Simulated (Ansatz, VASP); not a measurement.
**MnSb in VASP and in Ansatz**

The input INCAR:

```
SYSTEM = MnSb
PREC = Accurate ; ENCUT = 520
EDIFF = 1E-6 ; ISMEAR = -1
SIGMA = 0.08 ; LREAL = .FALSE.
LASPH = .TRUE. ; NELM = 150
ALGO = Normal ; ISIF = 2
LWAVE = .FALSE. ; LCHARG = .TRUE.
ISPIN = 2 ; MAGMOM = 4 0
LORBIT = 11 ; LMAXMIX = 4
GGA = PE ; LELF = .TRUE.
LVHAR = .TRUE. ; NBANDS = 20
```

File KPOINTS:

```
Automatic mesh
0
G
  12 12 12
  0 0 0
```

File POSCAR:

```
MnSb
1.0
    0.0000000000      2.5506771745      2.5506771745
    2.5506771745      0.0000000000      2.5506771745
    2.5506771745      2.5506771745      0.0000000000
Mn Sb
1 1
Direct
    0.0000000000      0.0000000000      0.0000000000
    0.5000000000      0.5000000000      0.5000000000
```

Input for Ansatz:

```yaml
crystal:
  lattice:
    - [0.0, 2.5506771745, 2.5506771745]
    - [2.5506771745, 0.0, 2.5506771745]
    - [2.5506771745, 2.5506771745, 0.0]
  atoms:
    - { symbol: Mn, position: [0.0, 0.0, 0.0], spin: 4.0 }
    - { symbol: Sb, position: [0.5, 0.5, 0.5] }
magnetization:
  spin_polarized: true
kpoints:
  mp_grid: { grid: [12, 12, 12] }
scf:
  occupations: { method: fermi_dirac, width: 0.08 }
hamiltonian:
  xc: pbe
  pseudopotentials: { kind: paw }
output:
  forces: true
  stress: true
  eigenvalues: true
  populations: true
  write_density: true
  write_potential: true
  elf: true
  volumetric_format: npy
```

Change from the starting cell: volume scaled by 0.76, PAW files.

Alike in both runs: task single point; functional PBE; k mesh 12 × 12 × 12; occupations fermi-dirac, width 0.08 eV; collinear spin.

|  | VASP | Ansatz |
| --- | --- | --- |
| version | VASP 6.6.1 | Ansatz 0.2.0 |
| potentials or method | VASP PAW PBE potentials, release 64 (Mn_pv, Sb) | PAW with Ansatz's default frozen-core files, scalar-relativistic |
| plane-wave cutoff (eV) | 520 | 420 |
| valence electrons in the cell | 18 | 30 |

Ansatz gave:

| Item | Value |
| --- | --- |
| pressure (GPa) | 27.3 |
| net moment per atom (μB) | 1.48 |
| size of the moment on the site where the two differ most (μB) | 2.87 |

Q: Which values does VASP return?

A: Pressure (GPa): 26.9; net moment per atom (μB): 1.47; size of the moment on the site where the two differ most (μB): 2.92.

Site moments also hang on the region over which each program counts them. VASP's potentials hold 18 valence electrons a cell and Ansatz's 30, so a difference there can come from the potentials and not from the codes.

Neither program's run includes spin-orbit coupling.
